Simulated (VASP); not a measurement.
# C (P-3m1) in VASP: notebook

Runs on C. Level: PBE. Tasks: single point, relaxation of cell and atoms.

Everything below comes from runs of VASP 6.6.1. Logs are shortened: lines on timing, memory, paths and dates and some standing lists are left out, and cuts for length are marked.

**1. The cell of the first run**

It takes space group P-3m1 (No. 164, trigonal). The conventional cell has a = 2.314 Å, b = 2.314 Å, c = 2.470 Å, α = 90.00°, β = 90.00°, γ = 120.00°. Within 2.0 Å of C (site symmetry 3m) lie 3 C at 1.52 Å.

The cell was built from a structure type or drawn by symmetry, and may not be a known phase.

**2. Single point, PBE**

INCAR reads:

```
SYSTEM = C
PREC     = Accurate       ! precision mode
ENCUT    = 520            ! plane-wave cutoff, eV
EDIFF    = 1E-7           ! SCF threshold, eV
ISMEAR   = 0              ! smearing method
SIGMA    = 0.1            ! smearing width, eV
LREAL    = .False.        ! projectors in reciprocal space
LASPH    = .True.         ! aspherical terms in the spheres
NELM     = 80             ! most SCF steps
ALGO     = Normal         ! electronic algorithm
ISIF     = 2              ! what is computed and relaxed
LWAVE    = .False.        ! write WAVECAR
LCHARG   = .False.        ! write CHGCAR
GGA      = PE             ! functional
NBANDS   = 11             ! bands
```

KPOINTS reads:

```
regular mesh
0
Gamma
  12 12 8
  0 0 0
```

POSCAR reads:

```
C
1.0
    2.3136744700      0.0000000000      0.0000000000
   -1.1568372400      2.0037008700      0.0000000000
    0.0000000000      0.0000000000      2.4702876700
C
2
Direct
    0.6666666700      0.3333333300      0.3532462500
    0.3333333300      0.6666666700      0.6467537500
```

Potentials or basis: VASP PAW PBE potentials, release 64 (C).

The run is started by

```sh
> cat potpaw_PBE.64/C/POTCAR > POTCAR
> mpirun -np 1 vasp_std > vasp.out
```

OUTCAR:

```text
SYSTEM = C
   PREC = Accurate
   ENCUT = 520
   EDIFF = 1E-7
   ISMEAR = 0
   LREAL = .False.
   LASPH = .True.
   NELM = 80
   ISIF = 2
   GGA = PE

 ion  position               nearest neighbor table
   1  0.667  0.333  0.353-   2 1.52   2 1.52   2 1.52
   2  0.333  0.667  0.647-   1 1.52   1 1.52   1 1.52

  LATTYP: Found a hexagonal cell.
 ALAT       =     2.3136744700
 C/A-ratio  =     1.0676902486

  Lattice vectors:

 A1 = (   2.3136744700,   0.0000000000,   0.0000000000)
 A2 = (  -1.1568372400,   2.0037008700,   0.0000000000)
 A3 = (   0.0000000000,   0.0000000000,   2.4702876700)

Analysis of symmetry for initial positions (statically):
=====================================================================
 Subroutine PRICEL returns:
 Original cell was already a primitive cell.

 Routine SETGRP: Setting up the symmetry group for a
 hexagonal supercell.

 Subroutine GETGRP returns: Found 12 space group operations
 (whereof 12 operations were pure point group operations)
 out of a pool of 24 trial point group operations.

The static configuration has the point symmetry D_3d.

Analysis of symmetry for dynamics (positions and initial velocities):
=====================================================================
 Subroutine PRICEL returns:
 Original cell was already a primitive cell.

 Routine SETGRP: Setting up the symmetry group for a
 hexagonal supercell.

 Subroutine GETGRP returns: Found 12 space group operations
 (whereof 12 operations were pure point group operations)
 out of a pool of 24 trial point group operations.

The dynamic configuration has the point symmetry D_3d.

 Subroutine INISYM returns: Found 12 space group operations
 (whereof 12 operations are pure point group operations),
 and found     1 'primitive' translations

----------------------------------------------------------------------------------------

                                     Primitive cell

  volume of cell :      11.4520

  direct lattice vectors                    reciprocal lattice vectors
     2.313674470  0.000000000  0.000000000     0.432212921  0.249538247  0.000000000
    -1.156837240  2.003700870  0.000000000     0.000000000  0.499076491  0.000000000
     0.000000000  0.000000000  2.470287670     0.000000000  0.000000000  0.404811153

[... 88 lines left out ...]
   NFREE  =      0    steps in history (QN), initial steepest desc. (CG)
   ISIF   =      2    stress and relaxation
   ISYM   =      2    0-nonsym 1-usesym 2-fastsym
   POTIM  = 0.5000    time-step for ionic-motion
   TEBEG  =    0.0;   TEEND  =   0.0 temperature during run
   PSTRESS=    0.0 pullay stress
   NELECT =       8.0000    total number of electrons
   NUPDOWN=      -1.0000    fix difference up-down
   EMIN   =  10.00;   EMAX   =-10.00  energy-range for DOS
   EFERMI =   0.00;   METHOD = LEGACY
   ISMEAR =     0;   SIGMA  =   0.10  broadening in eV -4-tet -1-fermi 0-gaus
   EFERMI_NEDOS =   21; number of points for ismear=-14 and -15
   IALGO  =     38    algorithm
   IMIX   =      4    mixing-type and parameters
     AMIX     =   0.40;   BMIX     =  1.00
     AMIX_MAG =   1.60;   BMIX_MAG =  1.00
  volume/ion in A,a.u.               =       5.73        38.64
  Fermi-wavevector in a.u.,A,eV,Ry     =   1.452593  2.745003 28.708651  2.110026
  Thomas-Fermi vector in A             =   2.569957
   LORBIT       =      0    0 simple, 1 ext, 2 COOP (PROOUT), +10 PAW based schemes
   GGA     = PE    functional components
   LHFCALC =     F    Hartree Fock is set to
   AEXX    =    0.0000 exact exchange contribution
   IVDW    =     0    specifies the selected vdW correction
   LEPSILON=     F    determine dielectric tensor
   LRPA    =     F    only Hartree local field effects (RPA)
 non-spin polarized calculation
 Gauss-broadening in eV      SIGMA  =   0.10
  energy-cutoff  :      520.00
  volume of cell :       11.45
 maximum number of plane-waves:       327
 NGX is ok and might be reduce to    18
   NGX =  9   NGY =  9   NGZ =  9

 number of electron       7.9999999 magnetization

 Free energy of the ion-electron system (eV)
  ---------------------------------------------------
  ext. energy  EPLUGINS =         0.00000000
  ---------------------------------------------------
  free energy    TOTEN  =       -13.46808027 eV

  energy without entropy =      -13.46295635  energy(sigma->0) =      -13.46551831

 E-fermi :   9.5445     XC(G=0): -13.4544

 val. band max:        9.5405325500   @ k =   0.1667  -0.0000   0.3750
 cond. band min:       9.5479173357   @ k =   0.0000   0.0833   0.2500
 fundamental gap:      0.0073847857
 Fermi energy:         9.5444960994

 k-point     1 :       0.0000    0.0000    0.0000
  band No.  band energies     occupation
      1     -11.9870      2.00000
      2       7.6406      2.00000
      3       8.8843      2.00000
      4       9.9228      0.00000
      5       9.9228      0.00000
      6      18.2729      0.00000
      7      18.2729      0.00000
      8      24.0608      0.00000
      9      32.8426      0.00000
     10      34.6203      0.00000
     11      39.5356      0.00000
[... 309 lines left out ...]
 k-point    24 :       0.0000    0.1667    0.1250
  band No.  band energies     occupation
      1     -10.8963      2.00000
      2       4.7992      2.00000
      3       6.8767      2.00000
      4       8.5605      2.00000
      5      12.5652      0.00000
      6      18.1000      0.00000
      7      20.3500      0.00000
      8      25.3455      0.00000
      9      30.8025      0.00000
     10      33.5982      0.00000
     11      36.5132      0.00000

 [... further k-points ...]

------------------------ aborting loop because EDIFF is reached ----------------------------------------

  FORCE on cell =-STRESS in cart. coord.  units (eV):
  Direction    XX          YY          ZZ          XY          YZ          ZX
  --------------------------------------------------------------------------------------
  -------------------------------------------------------------------------------------
  Total        6.4058198      6.4058198     -2.6438524     -0.0000000      0.0000000     -0.0000000
  in kB      896.1952281    896.1952307   -369.8836364     -0.0000022      0.0000000     -0.0000000
  external PRESSURE =     474.1689408 kB  Pullay stress =       0.0000000 kB

 VOLUME and BASIS-vectors are now :
 -----------------------------------------------------------------------------
  energy-cutoff  :      520.00
  volume of cell :       11.45
      direct lattice vectors                 reciprocal lattice vectors
     2.313674470  0.000000000  0.000000000     0.432212921  0.249538247  0.000000000
    -1.156837240  2.003700870  0.000000000     0.000000000  0.499076491  0.000000000
     0.000000000  0.000000000  2.470287670     0.000000000  0.000000000  0.404811153

 POSITION                                       TOTAL-FORCE (eV/Angst)
 -----------------------------------------------------------------------------------
      1.15684      0.66790      0.87262        -0.000000      0.000000      6.715358
     -0.00000      1.33580      1.59767         0.000000     -0.000000     -6.715358
 -----------------------------------------------------------------------------------
    total drift:                                0.000000     -0.000000      0.000000

  FREE ENERGIE OF THE ION-ELECTRON SYSTEM (eV)
  ---------------------------------------------------
  free  energy   TOTEN  =       -13.4680802654 eV

  energy  without entropy=      -13.4629563547  energy(sigma->0) =      -13.46551831
```

stdout:

```text
POSCAR found type information on POSCAR C
 POSCAR found :  1 types and       2 ions
 scaLAPACK will be used
 LDA part: xc-table for (Slater+PW92), standard interpolation
 POSCAR, INCAR and KPOINTS ok, starting setup
 FFT: planning ... GRIDC
 FFT: planning ... GRID_SOFT
 FFT: planning ... GRID
 WAVECAR not read
 entering main loop
```

It took 18 s on 1 thread of Intel Xeon 8259CL, shared host; peak memory 0.12 GiB.

What came out:

```
Free energy            : -13.4681 eV
Pressure               : 47.4 GPa
Largest force          : 6.715 eV/Å
Band gap on the k mesh : zero (bands 4 and 5 overlap by 6.19 eV)
```

Forces on the atoms (eV/Å):
```
C    0.000  0.000  6.715
C    0.000  0.000 -6.715
```

Stress tensor (GPa, compression positive):
```
 89.62   0.00   0.00
  0.00  89.62   0.00
  0.00   0.00 -36.99
```

Caveat: the cell stands under pressure; this functional lacks dispersion, which binds the layers, so the pressure and a relaxed spacing across them are unreliable; forces of over 1 eV/Å act on the atoms, so gaps and moduli don't describe the material at rest.

**3. Relaxation of cell and atoms, PBE**

INCAR reads:

```
SYSTEM = C
ALGO = Normal
EDIFF = 1E-7
EDIFFG = -0.04
ENCUT = 600
GGA = PE
IBRION = 2
ISIF = 3
ISMEAR = 0
LASPH = .TRUE.
LCHARG = .FALSE.
LREAL = .FALSE.
LWAVE = .FALSE.
NELM = 100
NSW = 90
PREC = Accurate
SIGMA = 0.1
```

KPOINTS reads:

```
k-points
0
G
  12 12 8
  0 0 0
```

POSCAR is that of step 2.

Potentials or basis: VASP PAW PBE potentials, release 64 (C).

The run is started by

```sh
> cat potpaw_PBE.64/C/POTCAR > POTCAR
> mpirun -np 1 vasp_std > vasp.out
```

It took 2.4 min on 1 thread of Intel Xeon 8259CL, shared host; peak memory 0.13 GiB.

Results (log left out):

* Free energy: -18.3574 eV
* Relaxed volume: 8.91 Å³/atom
* Relaxed cell: a = 2.466 Å, b = 2.466 Å, c = 3.385 Å, α = 90.00°, β = 90.00°, γ = 120.00°
* Space group after relaxing (to 0.1 Å): P6/mmm (No. 191)
* Energy gained by relaxing: 2443.1 meV/atom
* Ionic steps: 16
* Pressure after relaxing: -0.5 GPa
* Largest force after relaxing: 0.009 eV/Å
* Band gap on the k mesh: zero (bands 4 and 5 overlap by 1.31 eV)

Forces on the atoms (eV/Å):
```
C    0.000  0.000 -0.009
C    0.000  0.000  0.009
```

Stress tensor (GPa, compression positive):
```
-0.44  0.00  0.00
 0.00 -0.44  0.00
 0.00  0.00 -0.54
```

Step by step:
| step | energy change (eV) | largest force (eV/Å) | pressure (GPa) | volume (Å³) |
| --- | --- | --- | --- | --- |
| 1 | 0.0000 | 6.7205 | 46.94 | 11.45 |
| 2 | -3.1364 | 1.0396 | -39.47 | 14.26 |
| 3 | -3.2815 | 2.5650 | -27.21 | 13.83 |
| 4 | -2.9524 | 6.1685 | 15.30 | 13.04 |
| 5 | -3.8582 | 1.5435 | -7.14 | 13.49 |
| 6 | -4.1591 | 0.2206 | 72.07 | 12.80 |
| 7 | -4.2742 | 0.6366 | 41.08 | 13.04 |
| 8 | -4.6926 | 1.0537 | 12.04 | 15.21 |
| 9 | -4.7118 | 2.0004 | 0.64 | 16.38 |
| 10 | -4.8785 | 0.3319 | -4.10 | 18.20 |
| 11 | -4.8785 | 0.3145 | -4.15 | 18.22 |
| 12 | -4.8781 | 0.0378 | 6.39 | 17.52 |
| 13 | -4.8842 | 0.1793 | 0.87 | 17.87 |
| 14 | -4.8859 | 0.0939 | -0.38 | 17.83 |
| 15 | -4.8860 | 0.0357 | -0.11 | 17.84 |
| 16 | -4.8862 | 0.0088 | -0.48 | 17.83 |

Final structure:
```yaml
crystal:
  lattice:
    - [2.46594, 0.00000, 0.00000]
    - [-1.23297, 2.13556, 0.00000]
    - [0.00000, 0.00000, 3.38533]
  atoms:
    - { symbol: C, position: [0.66667, 0.33333, 0.50008] }
    - { symbol: C, position: [0.33333, 0.66667, 0.49992] }
```

Levels at points of the mesh, in eV from the Fermi level:
| k point | band 2 | band 3 | band 4 | band 5 | band 6 | band 7 |
| --- | --- | --- | --- | --- | --- | --- |
| (0.00, 0.00, 0.00) | -6.59 | -3.05 | -3.05 | 4.21 | 8.27 | 8.27 |
| (0.50, 0.00, 0.00) | -13.32 | -6.44 | -1.62 | 2.61 | 7.18 | 11.15 |
| (0.00, 0.00, 0.50) | -8.49 | -3.02 | -3.02 | 8.38 | 8.38 | 10.40 |
| (0.50, 0.00, 0.50) | -13.15 | -6.39 | -3.01 | 0.88 | 7.55 | 13.33 |

Caveat: the volume moved by over 15 % at a fixed basis, so the end points are rough; this functional lacks dispersion, which binds the layers, so the pressure and a relaxed spacing across them are unreliable.

**4. Single point, PBE, collinear spin**

INCAR reads:

```
SYSTEM = C
PREC = Accurate
ENCUT = 520
EDIFF = 1E-6
ISMEAR = 0
SIGMA = 0.1
LREAL = .False.
LASPH = .True.
NELM = 150
ALGO = Normal
ISIF = 2
LWAVE = .False.
LCHARG = .False.
ISPIN = 2
MAGMOM = 1 1
LORBIT = 11
GGA = PE
NBANDS = 15
```

KPOINTS reads:

```
Automatic mesh
0
Gamma
  12 12 8
  0 0 0
```

POSCAR is that of step 3.

The run is started by

```sh
> cat potpaw_PBE.64/C/POTCAR > POTCAR
> mpirun -np 1 vasp_std > vasp.out
```

Run time: 43 s. Hardware: 1 thread of Intel Xeon 8259CL, shared host; peak memory 0.14 GiB.

The run converged. Its results:

| Property | Result |
| --- | --- |
| Free energy | -13.4681 eV |
| Pressure | 47.4 GPa |
| Largest force | 6.715 eV/Å |
| Band gap on the k mesh | zero (filled and empty bands overlap) |
| Net moment | 0.00 μB per cell |
| Valence electrons inside the program's atomic spheres | C 2.48 |

Forces on the atoms (eV/Å):
```
C    0.000  0.000  6.715
C    0.000  0.000 -6.715
```

Stress tensor (GPa, compression positive):
```
 89.62   0.00   0.00
  0.00  89.62   0.00
  0.00   0.00 -36.98
```

Levels at points of the mesh, in eV from the Fermi level:
Spin up:
| k point | band 1 | band 2 | band 3 | band 4 | band 5 | band 6 | band 7 | band 8 | band 9 |
| --- | --- | --- | --- | --- | --- | --- | --- | --- | --- |
| (0.00, 0.00, 0.00) | -21.53 | -1.90 | -0.66 | 0.38 | 0.38 | 8.73 | 8.73 | 14.52 | 23.30 |
| (0.50, 0.00, 0.00) | -14.88 | -13.57 | -3.85 | 1.47 | 2.13 | 7.99 | 11.65 | 14.26 | 16.14 |
| (0.00, 0.00, 0.50) | -18.71 | -13.10 | 1.51 | 1.51 | 8.60 | 8.82 | 8.82 | 15.59 | 24.52 |
| (0.50, 0.00, 0.50) | -12.53 | -11.37 | -6.39 | -3.47 | -2.33 | 9.34 | 10.46 | 11.39 | 26.40 |
Spin down:
```tsv
k point	band 1	band 2	band 3	band 4	band 5	band 6	band 7	band 8	band 9
(0.00, 0.00, 0.00)	-21.53	-1.90	-0.66	0.38	0.38	8.73	8.73	14.52	23.30
(0.50, 0.00, 0.00)	-14.88	-13.57	-3.85	1.47	2.13	7.99	11.65	14.26	16.14
(0.00, 0.00, 0.50)	-18.71	-13.10	1.51	1.51	8.60	8.82	8.82	15.59	24.52
(0.50, 0.00, 0.50)	-12.53	-11.37	-6.39	-3.47	-2.33	9.34	10.46	11.39	26.40
```

Caveat: the cell stands under pressure; this functional lacks dispersion, which binds the layers, so the pressure and a relaxed spacing across them are unreliable; forces of over 1 eV/Å act on the atoms, so gaps and moduli don't describe the material at rest.

**5. Overview**

| task | spin | cell | cutoff (eV) | gap on the mesh (eV) | pressure (GPa) | largest force (eV/Å) |
| --- | --- | --- | --- | --- | --- | --- |
| single point | off | as given | 520 | none | 47.4 | 6.72 |
| relaxation of cell and atoms | off | relaxed | 600 | none | -0.5 | 0.01 |
| single point | collinear | as given | 520 | none | 47.4 | 6.72 |

Alike in all rows: level PBE; potentials or basis VASP PAW PBE potentials, release 64 (C); k mesh 12 × 12 × 8; smearing gaussian 0.1 eV.

Caveats: this functional lacks dispersion, which binds the layers, so the pressure and a relaxed spacing across them are unreliable; the cell stands under pressure (at least some runs); forces of over 1 eV/Å act on the atoms, so gaps and moduli don't describe the material at rest (at least some runs); the volume moved by over 15 % at a fixed basis, so the end points are rough (at least some runs).

Absolute energies hang on the potentials; compare differences alone.
